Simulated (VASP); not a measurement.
# In3Cu (R-3m) in VASP: further runs, part 2 of 2

VASP 6.6.1. Earlier steps stand in the parts before.

## (3) Single point, LDA

This run uses another cell than the first one, of 21.39 Å³/atom, 1.026 times its volume.

File INCAR:

```
PREC     = Accurate       # precision mode
ENCUT    = 520            # plane-wave cutoff, eV
EDIFF    = 1E-6           # SCF threshold, eV
ISMEAR   = 0              # smearing method
SIGMA    = 0.15           # smearing width, eV
LREAL    = F              # projectors in reciprocal space
LASPH    = T              # aspherical terms in the spheres
NELM     = 80             # most SCF steps
ALGO     = Fast           # electronic algorithm
ISIF     = 2              # what is computed and relaxed
LWAVE    = F              # write WAVECAR
LCHARG   = F              # write CHGCAR
GGA      = CA             # functional
NBANDS   = 33             # bands
```

File KPOINTS:

```
regular mesh
0
Gamma
  10 10 10
```

File POSCAR:

```
In3Cu
1.0
    4.4070884402     -0.0391266932     -0.0391266932
   -0.0391266932      4.4070884402     -0.0391266932
   -0.0391266932     -0.0391266932      4.4070884402
In Cu
3 1
Direct
    0.0000000000      0.5000000000      0.5000000000
    0.5000000000      0.0000000000      0.5000000000
    0.5000000000      0.5000000000      0.0000000000
    0.0000000000      0.0000000000      0.0000000000
```

Potentials or basis: VASP PAW LDA potentials, release 64 (In_d, Cu).

The run is started by

```sh
> cat potpaw_LDA.64/In_d/POTCAR potpaw_LDA.64/Cu/POTCAR > POTCAR
> mpirun -np 1 vasp_std > vasp.out
```

OUTCAR:

```text
PREC = Accurate
   ENCUT = 520
   EDIFF = 1E-6
   ISMEAR = 0
   LREAL = F
   LASPH = T
   NELM = 80
   ISIF = 2
   GGA = CA

 ion  position               nearest neighbor table
   1  0.000  0.500  0.500-   2 3.09   3 3.09   4 3.09   4 3.09   3 3.09   2 3.09   4 3.14   3 3.14
                             2 3.14   3 3.14   4 3.14   2 3.14
   2  0.500  0.000  0.500-   1 3.09   3 3.09   4 3.09   3 3.09   4 3.09   1 3.09   3 3.14   3 3.14
                             1 3.14   4 3.14   4 3.14   1 3.14
   3  0.500  0.500  0.000-   1 3.09   2 3.09   4 3.09   2 3.09   1 3.09   4 3.09   4 3.14   1 3.14
                             1 3.14   4 3.14   2 3.14   2 3.14
   4  0.000  0.000  0.000-   1 3.09   2 3.09   3 3.09   1 3.09   2 3.09   3 3.09   3 3.14   1 3.14
                             2 3.14   3 3.14   2 3.14   1 3.14

  LATTYP: Found a trigonal (rhomboedric) cell.
 ALAT       =     4.4074357983
 COS(alpha) =    -0.0176746476

  Lattice vectors:

 A1 = (   4.4070884402,  -0.0391266932,  -0.0391266932)
 A2 = (  -0.0391266932,   4.4070884402,  -0.0391266932)
 A3 = (  -0.0391266932,  -0.0391266932,   4.4070884402)

Analysis of symmetry for initial positions (statically):
=====================================================================
 Subroutine PRICEL returns:
 Original cell was already a primitive cell.

 Routine SETGRP: Setting up the symmetry group for a
 trigonal (rhombohedral) supercell.

 Subroutine GETGRP returns: Found 12 space group operations
 (whereof 12 operations were pure point group operations)
 out of a pool of 12 trial point group operations.

The static configuration has the point symmetry D_3d.

Analysis of symmetry for dynamics (positions and initial velocities):
=====================================================================
 Subroutine PRICEL returns:
 Original cell was already a primitive cell.

 Routine SETGRP: Setting up the symmetry group for a
 trigonal (rhombohedral) supercell.

 Subroutine GETGRP returns: Found 12 space group operations
 (whereof 12 operations were pure point group operations)
 out of a pool of 12 trial point group operations.

The dynamic configuration has the point symmetry D_3d.

 Subroutine INISYM returns: Found 12 space group operations
 (whereof 12 operations are pure point group operations),
 and found     1 'primitive' translations

----------------------------------------------------------------------------------------

                                     Primitive cell

  volume of cell :      85.5760

  direct lattice vectors                    reciprocal lattice vectors
     4.407088440 -0.039126693 -0.039126693     0.226943274  0.002032879  0.002032879
    -0.039126693  4.407088440 -0.039126693     0.002032879  0.226943274  0.002032879
    -0.039126693 -0.039126693  4.407088440     0.002032879  0.002032879  0.226943274

  length of vectors
     4.407435798  4.407435798  4.407435798     0.226961483  0.226961483  0.226961483

  position of ions in fractional coordinates (direct lattice)
     1.000000000  0.500000000  0.500000000
     0.500000000  1.000000000  0.500000000
     0.500000000  0.500000000  1.000000000
     0.000000000  0.000000000  0.000000000

  ion indices of the primitive-cell ions
   primitive index   ion index
                 1           1
                 2           2
[... 22 lines left out ...]
     0.000000000  0.000000000  0.000000000

 Subroutine IBZKPT returns following result:
 ===========================================

 Found    116 irreducible k-points:

 Following reciprocal coordinates:
            Coordinates               Weight
  0.000000  0.000000  0.000000      1.000000
  0.100000 -0.000000 -0.000000      6.000000
  0.200000 -0.000000 -0.000000      6.000000
  0.300000 -0.000000 -0.000000      6.000000
  0.400000 -0.000000  0.000000      6.000000
  0.500000 -0.000000 -0.000000      3.000000
[... 16 lines left out ...]
  0.300000  0.300000  0.000000      6.000000
  0.400000  0.300000 -0.000000     12.000000
 [... further k-points ...]
   k-points           NKPTS =    116   k-points in BZ     NKDIM =    116   number of bands    NBANDS=     33
   number of dos      NEDOS =    301   number of ions     NIONS =      4
   total plane-waves  NPLWV =  46656
   dimension x,y,z NGX =    36 NGY =   36 NGZ =   36
   dimension x,y,z NGXF=    72 NGYF=   72 NGZF=   72
   ions per type =               3   1
   NGX,Y,Z   is equivalent  to a cutoff of  13.58, 13.58, 13.58 a.u.
   NGXF,Y,Z  is equivalent  to a cutoff of  27.16, 27.16, 27.16 a.u.
 SYSTEM =  unknown system
   PREC   = accura    normal or accurate (medium, high low for compatibility)
   ISTART =      0    job   : 0-new  1-cont  2-samecut
   ICHARG =      2    charge: 1-file 2-atom 10-const
   ISPIN  =      1    spin polarized calculation?
   LNONCOLLINEAR =      F non collinear calculations
   LSORBIT =      F    spin-orbit coupling
   LASPH  =      T    aspherical Exc in radial PAW
   ENCUT  =  520.0 eV  38.22 Ry    6.18 a.u.   8.19  8.19  8.19*2*pi/ulx,y,z
   NELM   =     80;   NELMIN=  2; NELMDL= -5     # of ELM steps
   EDIFF  = 0.1E-05   stopping-criterion for ELM
   LREAL  =      F    real-space projection
   EDIFFG = 0.1E-04   stopping-criterion for IOM
   NSW    =      0    number of steps for IOM
   IBRION =     -1    ionic relax: 0-MD 1-quasi-New 2-CG
   NFREE  =      0    steps in history (QN), initial steepest desc. (CG)
   ISIF   =      2    stress and relaxation
   ISYM   =      2    0-nonsym 1-usesym 2-fastsym
   POTIM  = 0.5000    time-step for ionic-motion
   TEBEG  =    0.0;   TEEND  =   0.0 temperature during run
   PSTRESS=    0.0 pullay stress
   NELECT =      50.0000    total number of electrons
   NUPDOWN=      -1.0000    fix difference up-down
   EMIN   =  10.00;   EMAX   =-10.00  energy-range for DOS
   EFERMI =   0.00;   METHOD = LEGACY
   ISMEAR =     0;   SIGMA  =   0.15  broadening in eV -4-tet -1-fermi 0-gaus
   EFERMI_NEDOS =   21; number of points for ismear=-14 and -15
   IALGO  =     68    algorithm
   IMIX   =      4    mixing-type and parameters
     AMIX     =   0.40;   BMIX     =  1.00
     AMIX_MAG =   1.60;   BMIX_MAG =  1.00
  volume/ion in A,a.u.               =      21.39       144.37
  Fermi-wavevector in a.u.,A,eV,Ry     =   1.368614  2.586305 25.485114  1.873103
  Thomas-Fermi vector in A             =   2.494562
   LORBIT       =      0    0 simple, 1 ext, 2 COOP (PROOUT), +10 PAW based schemes
   GGA     = CA    functional components
   LHFCALC =     F    Hartree Fock is set to
   AEXX    =    0.0000 exact exchange contribution
   IVDW    =     0    specifies the selected vdW correction
   LEPSILON=     F    determine dielectric tensor
   LRPA    =     F    only Hartree local field effects (RPA)
 non-spin polarized calculation
 RMM-DIIS sequential band-by-band and
 Gauss-broadening in eV      SIGMA  =   0.15
  energy-cutoff  :      520.00
  volume of cell :       85.58
 maximum number of plane-waves:      2322
 NGX is ok and might be reduce to    36
   NGX = 17   NGY = 17   NGZ = 17

 number of electron      49.9999992 magnetization

 Free energy of the ion-electron system (eV)
  ---------------------------------------------------
  ext. energy  EPLUGINS =         0.00000000
  ---------------------------------------------------
  free energy    TOTEN  =       -13.59006413 eV

  energy without entropy =      -13.57542264  energy(sigma->0) =      -13.58274339

 E-fermi :   7.8715     XC(G=0): -11.1696

 val. band max:        7.8463140296   @ k =  -0.4000   0.1000  -0.0000
 cond. band min:       7.9400547133   @ k =  -0.3000   0.3000   0.0000
 fundamental gap:      0.0937406837
 Fermi energy:         7.8715215333

 k-point     1 :       0.0000    0.0000    0.0000
  band No.  band energies     occupation
      1      -7.1194      2.00000
      2      -7.1053      2.00000
      3      -7.1053      2.00000
      4      -7.0756      2.00000
      5      -6.8416      2.00000
      6      -6.8416      2.00000
[... 853 lines left out ...]
     32      14.0773      0.00000
     33      14.5216      0.00000

 [... further k-points ...]
[... 5 lines left out ...]
  --------------------------------------------------------------------------------------
  -------------------------------------------------------------------------------------
  Total       -1.5247750     -1.5247750     -1.5247750      0.0096648      0.0096648      0.0096648
  in kB      -28.5472558    -28.5472558    -28.5472558      0.1809471      0.1809471      0.1809471
  external PRESSURE =     -28.5472558 kB  Pullay stress =       0.0000000 kB

 VOLUME and BASIS-vectors are now :
 -----------------------------------------------------------------------------
  energy-cutoff  :      520.00
  volume of cell :       85.58
      direct lattice vectors                 reciprocal lattice vectors
     4.407088440 -0.039126693 -0.039126693     0.226943274  0.002032879  0.002032879
    -0.039126693  4.407088440 -0.039126693     0.002032879  0.226943274  0.002032879
    -0.039126693 -0.039126693  4.407088440     0.002032879  0.002032879  0.226943274

 POSITION                                       TOTAL-FORCE (eV/Angst)
 -----------------------------------------------------------------------------------
     -0.03913      2.18398      2.18398         0.000000      0.000000      0.000000
      2.18398     -0.03913      2.18398        -0.000000     -0.000000     -0.000000
      2.18398      2.18398     -0.03913         0.000000      0.000000      0.000000
      0.00000      0.00000      0.00000        -0.000000     -0.000000      0.000000
 -----------------------------------------------------------------------------------
    total drift:                                0.000000      0.000000      0.000000

  FREE ENERGIE OF THE ION-ELECTRON SYSTEM (eV)
  ---------------------------------------------------
  free  energy   TOTEN  =       -13.5900641323 eV

  energy  without entropy=      -13.5754226403  energy(sigma->0) =      -13.58274339
```

It took 14 min on 1 thread of AMD EPYC 7R13, shared host; peak memory 0.35 GiB.

What came out:

| Quantity | Value |
| --- | --- |
| Free energy | -13.5901 eV |
| Pressure | -2.9 GPa |
| Band gap on the k mesh | zero (band 25 reaches 10.22 eV, above the bottom of band 26 at 5.90 eV) |

Levels at points of the mesh, in eV from the Fermi level:
```tsv
k point	band 21	band 22	band 23	band 24	band 25	band 26	band 27	band 28	band 29	band 30
(0.00, 0.00, 0.00)	-2.58	-1.98	-1.98	-1.91	-0.63	-0.63	0.64	4.89	5.21	5.21
(0.50, 0.00, 0.00)	-2.59	-2.56	-0.60	0.39	0.49	1.07	1.15	1.20	2.40	2.65
(0.50, 0.50, 0.00)	-2.79	-2.55	-2.45	-2.33	2.34	2.35	2.94	3.09	3.11	3.19
(0.50, 0.50, 0.50)	-3.11	-2.95	-2.52	-2.52	-1.97	-1.97	-1.91	-1.18	9.94	9.94
```

Caveat: spin-orbit coupling is left out, which moves the levels of the heavy elements.

## (4) Single point, LDA

This run uses another cell than the first one, of 21.39 Å³/atom, 1.026 times its volume.

File INCAR:

```
SYSTEM = In3Cu
PREC     = Accurate       ! precision mode
ENCUT    = 520            ! plane-wave cutoff, eV
EDIFF    = 1E-7           ! SCF threshold, eV
ISMEAR   = 0              ! smearing method
SIGMA    = 0.15           ! smearing width, eV
LREAL    = .FALSE.        ! projectors in reciprocal space
LASPH    = .TRUE.         ! aspherical terms in the spheres
NELM     = 80             ! most SCF steps
ALGO     = Fast           ! electronic algorithm
ISIF     = 2              ! what is computed and relaxed
LWAVE    = .FALSE.        ! write WAVECAR
LCHARG   = .FALSE.        ! write CHGCAR
NBANDS   = 33             ! bands
```

File KPOINTS:

```
Automatic mesh
0
G
  10 10 10
  0 0 0
```

File POSCAR:

```
In3Cu
1.0
    4.4070901178      0.0394543101      0.0394543101
    0.0394543101      4.4070901178      0.0394543101
    0.0394543101      0.0394543101      4.4070901178
In Cu
3 1
Direct
    0.0000000000      0.5000000000      0.5000000000
    0.5000000000      0.0000000000      0.5000000000
    0.5000000000      0.5000000000      0.0000000000
    0.0000000000      0.0000000000      0.0000000000
```

Potentials or basis: VASP PAW LDA potentials, release 64 (In_d, Cu).

The run is started by

```sh
> cat potpaw_LDA.64/In_d/POTCAR potpaw_LDA.64/Cu/POTCAR > POTCAR
> mpirun -np 1 vasp_std > vasp.out
```

OUTCAR:

```text
SYSTEM = In3Cu
   PREC = Accurate
   ENCUT = 520
   EDIFF = 1E-7
   ISMEAR = 0
   LREAL = .FALSE.
   LASPH = .TRUE.
   NELM = 80
   ISIF = 2

 ion  position               nearest neighbor table
   1  0.000  0.500  0.500-   3 3.09   4 3.09   2 3.09   4 3.09   2 3.09   3 3.09   2 3.14   2 3.14
                             3 3.14   4 3.14   3 3.14   4 3.14
   2  0.500  0.000  0.500-   3 3.09   4 3.09   1 3.09   3 3.09   1 3.09   4 3.09   1 3.14   1 3.14
                             3 3.14   4 3.14   4 3.14   3 3.14
   3  0.500  0.500  0.000-   1 3.09   2 3.09   2 3.09   4 3.09   1 3.09   4 3.09   4 3.14   4 3.14
                             2 3.14   1 3.14   1 3.14   2 3.14
   4  0.000  0.000  0.000-   1 3.09   2 3.09   1 3.09   3 3.09   2 3.09   3 3.09   3 3.14   3 3.14
                             2 3.14   1 3.14   2 3.14   1 3.14

  LATTYP: Found a trigonal (rhomboedric) cell.
 ALAT       =     4.4074433169
 COS(alpha) =     0.0179821897

  Lattice vectors:

 A1 = (   4.4070901178,   0.0394543101,   0.0394543101)
 A2 = (   0.0394543101,   4.4070901178,   0.0394543101)
 A3 = (   0.0394543101,   0.0394543101,   4.4070901178)

Analysis of symmetry for initial positions (statically):
=====================================================================
 Subroutine PRICEL returns:
 Original cell was already a primitive cell.

 Routine SETGRP: Setting up the symmetry group for a
 trigonal (rhombohedral) supercell.

 Subroutine GETGRP returns: Found 12 space group operations
 (whereof 12 operations were pure point group operations)
 out of a pool of 12 trial point group operations.

The static configuration has the point symmetry D_3d.

Analysis of symmetry for dynamics (positions and initial velocities):
=====================================================================
 Subroutine PRICEL returns:
 Original cell was already a primitive cell.

 Routine SETGRP: Setting up the symmetry group for a
 trigonal (rhombohedral) supercell.

 Subroutine GETGRP returns: Found 12 space group operations
 (whereof 12 operations were pure point group operations)
 out of a pool of 12 trial point group operations.

[... 122 lines left out ...]
   IMIX   =      4    mixing-type and parameters
     AMIX     =   0.40;   BMIX     =  1.00
     AMIX_MAG =   1.60;   BMIX_MAG =  1.00
  volume/ion in A,a.u.               =      21.39       144.37
  Fermi-wavevector in a.u.,A,eV,Ry     =   1.368614  2.586305 25.485114  1.873103
  Thomas-Fermi vector in A             =   2.494562
   LORBIT       =      0    0 simple, 1 ext, 2 COOP (PROOUT), +10 PAW based schemes
   GGA     = CA    functional components
   LHFCALC =     F    Hartree Fock is set to
   AEXX    =    0.0000 exact exchange contribution
   IVDW    =     0    specifies the selected vdW correction
   LEPSILON=     F    determine dielectric tensor
   LRPA    =     F    only Hartree local field effects (RPA)
 non-spin polarized calculation
 RMM-DIIS sequential band-by-band and
 Gauss-broadening in eV      SIGMA  =   0.15
  energy-cutoff  :      520.00
  volume of cell :       85.58
 maximum number of plane-waves:      2323
 NGX is ok and might be reduce to    36
   NGX = 17   NGY = 17   NGZ = 17

 number of electron      49.9999989 magnetization

 Free energy of the ion-electron system (eV)
  ---------------------------------------------------
  ext. energy  EPLUGINS =         0.00000000
  ---------------------------------------------------
  free energy    TOTEN  =       -13.58899389 eV

  energy without entropy =      -13.57317591  energy(sigma->0) =      -13.58108490

 E-fermi :   7.8706     XC(G=0): -11.1695

 val. band max:        7.8683410964   @ k =  -0.4000   0.4000   0.1000
 cond. band min:       7.8926729132   @ k =   0.4000   0.1000  -0.0000
 fundamental gap:      0.0243318168
 Fermi energy:         7.8705564561

 k-point     1 :       0.0000    0.0000    0.0000
  band No.  band energies     occupation
      1      -7.1264      2.00000
      2      -7.1048      2.00000
      3      -7.0881      2.00000
      4      -7.0881      2.00000
      5      -6.8414      2.00000
      6      -6.8414      2.00000
[... 853 lines left out ...]
     32      13.8763      0.00000
     33      14.3063      0.00000

 [... further k-points ...]
[... 5 lines left out ...]
  --------------------------------------------------------------------------------------
  -------------------------------------------------------------------------------------
  Total       -1.5205747     -1.5205747     -1.5205747     -0.0575071     -0.0575071     -0.0575071
  in kB      -28.4686170    -28.4686170    -28.4686170     -1.0766628     -1.0766628     -1.0766628
  external PRESSURE =     -28.4686170 kB  Pullay stress =       0.0000000 kB

 VOLUME and BASIS-vectors are now :
 -----------------------------------------------------------------------------
  energy-cutoff  :      520.00
  volume of cell :       85.58
      direct lattice vectors                 reciprocal lattice vectors
     4.407090118  0.039454310  0.039454310     0.226943146 -0.002013673 -0.002013673
     0.039454310  4.407090118  0.039454310    -0.002013673  0.226943146 -0.002013673
     0.039454310  0.039454310  4.407090118    -0.002013673 -0.002013673  0.226943146

 POSITION                                       TOTAL-FORCE (eV/Angst)
 -----------------------------------------------------------------------------------
      0.03945      2.22327      2.22327         0.000000      0.000000     -0.000000
      2.22327      0.03945      2.22327         0.000000      0.000000      0.000000
      2.22327      2.22327      0.03945        -0.000000     -0.000000     -0.000000
      0.00000      0.00000      0.00000         0.000000     -0.000000     -0.000000
 -----------------------------------------------------------------------------------
    total drift:                                0.000000      0.000000      0.000000

  FREE ENERGIE OF THE ION-ELECTRON SYSTEM (eV)
  ---------------------------------------------------
  free  energy   TOTEN  =       -13.5889938930 eV

  energy  without entropy=      -13.5731759114  energy(sigma->0) =      -13.58108490
```

OSZICAR:

```text
N       E                     dE             d eps       ncg     rms          rms(c)
DAV:   1     0.474173216336E+03    0.47417E+03   -0.23789E+04  7728   0.229E+03
DAV:   2     0.378705577925E+02   -0.43630E+03   -0.42551E+03  7656   0.482E+02
DAV:   3    -0.125587434815E+02   -0.50429E+02   -0.49218E+02  8887   0.192E+02
[... 11 lines left out ...]
RMM:  15    -0.135889915277E+02   -0.59992E-05   -0.92236E-05 12998   0.490E-02    0.199E-02
RMM:  16    -0.135889941732E+02   -0.26455E-05   -0.27951E-05 13448   0.252E-02    0.240E-02
RMM:  17    -0.135889934753E+02    0.69790E-06   -0.11162E-05  9337   0.207E-02    0.299E-02
RMM:  18    -0.135889939541E+02   -0.47879E-06   -0.76899E-06 11042   0.155E-02    0.193E-02
RMM:  19    -0.135889939443E+02    0.98553E-08   -0.17585E-06  9821   0.918E-03    0.167E-02
RMM:  20    -0.135889938930E+02    0.51267E-07   -0.85740E-07  7926   0.506E-03
   1 F= -.13588994E+02 E0= -.13581085E+02  d E =-.158180E-01
```

stdout:

```text
POSCAR found type information on POSCAR InCu
 POSCAR found :  2 types and       4 ions
 scaLAPACK will be used
 LDA part: xc-table for (Slater(with rela. corr.)+CA(PZ))
 , standard interpolation
 POSCAR, INCAR and KPOINTS ok, starting setup
 FFT: planning ... GRIDC
 FFT: planning ... GRID_SOFT
 FFT: planning ... GRID
 WAVECAR not read
 entering main loop
```

It took 20 min on 1 thread of AMD EPYC 7R13, shared host; peak memory 0.35 GiB.

What came out:

| Item | Value |
| --- | --- |
| Free energy | -13.5890 eV |
| Pressure | -2.8 GPa |
| Band gap on the k mesh | zero (band 25 reaches 10.20 eV, above the bottom of band 26 at 5.95 eV) |

Caveat: spin-orbit coupling is left out, which moves the levels of the heavy elements.

## (5) Summary

| cell | further INCAR settings | gap on the mesh (eV) | pressure (GPa) |
| --- | --- | --- | --- |
| a = 4.370 Å, angles 89.0°, 4 atoms | ALGO = Fast; EDIFF = 1e-06; NBANDS = 33 | none | -1.5 |
| a = 4.407 Å, angles 91.0°, 4 atoms | ALGO = Fast; EDIFF = 1e-06; NBANDS = 33 | none | -2.9 |
| a = 4.407 Å, angles 89.0°, 4 atoms | ALGO = Fast; EDIFF = 1e-07; NBANDS = 33 | none | -2.8 |

Alike in all rows: task single point; level LDA; potentials or basis VASP PAW LDA potentials, release 64 (In_d, Cu); no spin polarisation; k mesh 10 × 10 × 10; cutoff (eV) 520; smearing gaussian 0.15 eV.

Caveats: spin-orbit coupling is left out, which moves the levels of the heavy elements.

Absolute energies hang on the potentials; compare differences alone.
